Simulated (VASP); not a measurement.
Input of a VASP 6.6.1 run:

INCAR

```
SYSTEM = NbSi27C26
  ALGO = Normal
  EDIFF = 1E-6
  ENCUT = 520
  GGA = PE
  ISIF = 2
  ISMEAR = -1
  LASPH = .TRUE.
  LCHARG = .TRUE.
  LELF = .TRUE.
  LREAL = Auto
  LVHAR = .TRUE.
  LWAVE = .FALSE.
  NBANDS = 146
  NELECT = 224.0
  NELM = 80
  PREC = Accurate
  SIGMA = 0.01
```

File KPOINTS:

```
k-points
0
G
  3 3 3
  0 0 0
```

POSCAR

```
NbSi27C26
1.0
    0.0000000000      6.5370000000      6.5370000000
    6.5370000000      0.0000000000      6.5370000000
    6.5370000000      6.5370000000      0.0000000000
Si Nb C
27 1 26
Direct
   -0.0199698568     -0.0199698568     -0.0199698568
   -0.0199698568     -0.0199698568      0.3932429039
   -0.0004333031     -0.0004333031      0.6670999697
   -0.0199698568      0.3932429039     -0.0199698568
   -0.0011811963      0.3346631120      0.3346631120
   -0.0011811963      0.3346631120      0.6651883057
   -0.0004333031      0.6670999697     -0.0004333031
   -0.0011811963      0.6651883057      0.3346631120
   -0.0004333031      0.6670999697      0.6670999697
    0.3932429039     -0.0199698568     -0.0199698568
    0.3346631120     -0.0011811963      0.3346631120
    0.3346631120     -0.0011811963      0.6651883057
    0.3346631120      0.3346631120     -0.0011811963
    0.3333333333      0.3333333333      0.3333333333
    0.3346631120      0.3346631120      0.6651883057
    0.3346631120      0.6651883057     -0.0011811963
    0.3346631120      0.6651883057      0.3346631120
    0.3337698347      0.6665211662      0.6665211662
    0.6670999697     -0.0004333031     -0.0004333031
    0.6651883057     -0.0011811963      0.3346631120
    0.6670999697     -0.0004333031      0.6670999697
    0.6651883057      0.3346631120     -0.0011811963
    0.6651883057      0.3346631120      0.3346631120
    0.6665211662      0.3337698347      0.6665211662
    0.6670999697      0.6670999697     -0.0004333031
    0.6665211662      0.6665211662      0.3337698347
    0.6665211662      0.6665211662      0.6665211662
    0.0833333333      0.0833333333      0.0833333333
    0.0857878640      0.0857878640      0.4202554758
    0.0857878640      0.0857878640      0.7415021295
    0.0857878640      0.4202554758      0.0857878640
    0.0835154284      0.4166059683      0.4166059683
    0.0857878640      0.4202554758      0.7415021295
    0.0857878640      0.7415021295      0.0857878640
    0.0857878640      0.7415021295      0.4202554758
    0.0840247123      0.7497695403      0.7497695403
    0.4202554758      0.0857878640      0.0857878640
    0.4166059683      0.0835154284      0.4166059683
    0.4202554758      0.0857878640      0.7415021295
    0.4166059683      0.4166059683      0.0835154284
    0.4166059683      0.4166059683      0.4166059683
    0.4166137753      0.4166137753      0.7500528914
    0.4202554758      0.7415021295      0.0857878640
    0.4166137753      0.7500528914      0.4166137753
    0.4166137753      0.7500528914      0.7500528914
    0.7415021295      0.0857878640      0.0857878640
    0.7415021295      0.0857878640      0.4202554758
    0.7497695403      0.0840247123      0.7497695403
    0.7415021295      0.4202554758      0.0857878640
    0.7500528914      0.4166137753      0.4166137753
    0.7500528914      0.4166137753      0.7500528914
    0.7497695403      0.7497695403      0.0840247123
    0.7500528914      0.7500528914      0.4166137753
    0.7497695403      0.7497695403      0.7497695403
```

Potentials or basis: VASP PAW PBE potentials, release 64 (Si, Nb_sv, C).

Run with:

```bash
$ cat potpaw_PBE.64/Si/POTCAR potpaw_PBE.64/Nb_sv/POTCAR potpaw_PBE.64/C/POTCAR > POTCAR
$ mpirun -np 1 vasp_std > vasp.out
```

What does it give for the largest force?

0.026 eV/Å.

Forces on the atoms (eV/Å):
```
Si   0.004  0.004  0.004
Si  -0.004 -0.004  0.004
Si   0.000  0.000  0.001
Si  -0.004  0.004 -0.004
Si   0.002  0.000  0.000
Si   0.000 -0.002  0.000
Si   0.000  0.001  0.000
Si   0.000  0.000 -0.002
Si  -0.001  0.000  0.000
Si   0.004 -0.004 -0.004
Si   0.000  0.002  0.000
Si  -0.002  0.000  0.000
Si   0.000  0.000  0.002
Si   0.000  0.000  0.000
Si   0.000  0.000  0.002
Si  -0.002  0.000  0.000
Si   0.000  0.002  0.000
Si  -0.007  0.007  0.007
Si   0.001  0.000  0.000
Si   0.000  0.000 -0.002
Si   0.000 -0.001  0.000
Si   0.000 -0.002  0.000
Si   0.002  0.000  0.000
Si   0.007 -0.007  0.007
Si   0.000  0.000 -0.001
Si   0.007  0.007 -0.007
Si  -0.007 -0.007 -0.007
Nb   0.000  0.000  0.000
C    0.005  0.005 -0.013
C   -0.005 -0.005 -0.013
C    0.005 -0.013  0.005
C   -0.002  0.002  0.002
C    0.013 -0.005  0.005
C   -0.005 -0.013 -0.005
C    0.013  0.005 -0.005
C    0.015 -0.015 -0.015
C   -0.013  0.005  0.005
C    0.002 -0.002  0.002
C   -0.005  0.013  0.005
C    0.002  0.002 -0.002
C   -0.002 -0.002 -0.002
C    0.000  0.000 -0.005
C   -0.005  0.005  0.013
C    0.000 -0.005  0.000
C    0.005  0.000  0.000
C   -0.013 -0.005 -0.005
C    0.005  0.013 -0.005
C   -0.015  0.015 -0.015
C    0.005 -0.005  0.013
C   -0.005  0.000  0.000
C    0.000  0.005  0.000
C   -0.015 -0.015  0.015
C    0.000  0.000  0.005
C    0.015  0.015  0.015
```

Caveat: the cell carries a net charge on a neutralising background, which shifts energy and pressure.
